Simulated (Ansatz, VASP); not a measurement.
CdS: VASP beside Ansatz

```
Cd S
1.0
     0.00000    2.75324    2.75324
     2.75324    0.00000    2.75324
     2.75324    2.75324    0.00000
Cd S
1 1
Direct
  0.00000 0.00000 0.00000
  0.50000 0.50000 0.50000
```

Alike in both runs: task relaxation of cell and atoms; functional RPBE; dispersion D4; k mesh 8 × 8 × 8; occupations fermi-dirac, width 0.05 eV; no spin polarisation.

|  | VASP | Ansatz |
| --- | --- | --- |
| version | VASP 6.6.1 | Ansatz 0.2.0 |
| potentials or method | VASP PAW PBE potentials, release 64 (Cd_sv_GW, S) | Ansatz PAW |
| plane-wave cutoff (eV) | 540 | 420 |
| valence electrons in the cell | 26 | 26 |

VASP gave:

- gap on the k mesh at the Fermi level, each at its own relaxed structure (eV): 0.37
- relaxed volume (Å³/atom): 19.52
- relaxed cell length with the largest relative difference (Å): 3.808

Task: Which values does Ansatz return?

Result: gap on the k mesh at the Fermi level, each at its own relaxed structure (eV): 0.38; relaxed volume (Å³/atom): 19.76; relaxed cell length with the largest relative difference (Å): 3.823.

VASP's potentials were made for PBE, not for RPBE.

Noted on Ansatz's run: the plane-wave basis is chosen anew once the cell has moved, so the energies of steps on either side of that aren't comparable.
